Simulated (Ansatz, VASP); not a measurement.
One calculation of MgO, two programs

```xyz
4
Lattice="3.4090 0.0000 0.0000 -1.7045 2.9523 0.0000 0.0000 0.0000 4.3063" Properties=species:S:1:pos:R:3 pbc="T T T"
Mg    1.7045    0.9841    3.2297
Mg    0.0000    1.9682    1.0766
O     1.7045    0.9841    1.0766
O     0.0000    1.9682    3.2297
```

Alike in both runs: task single point; functional PBE; k mesh 9 × 9 × 6; occupations gaussian, width 0.05 eV; no spin polarisation.

|  | VASP | Ansatz |
| --- | --- | --- |
| version | VASP 6.6.1 | Ansatz 0.2.0 |
| potentials or method | VASP PAW PBE potentials, release 64 (Mg, O), cutoff 520 eV | scalar-relativistic, plane waves, PAW |
| valence electrons in the cell | 16 | 32 |

```csv
,VASP,Ansatz,Ansatz less VASP
gap on the k mesh at the Fermi level (eV),3.46,3.48,+0.021
least direct gap on the mesh (eV),3.46,3.48,+0.021
pressure (GPa),6.6,7.1,+0.53
"traceless stress, the component that is largest in VASP (GPa)",-5.91,-5.73,+0.177
```

VASP's potentials hold 16 valence electrons a cell and Ansatz's 32, so a difference there can come from the potentials and not from the codes.
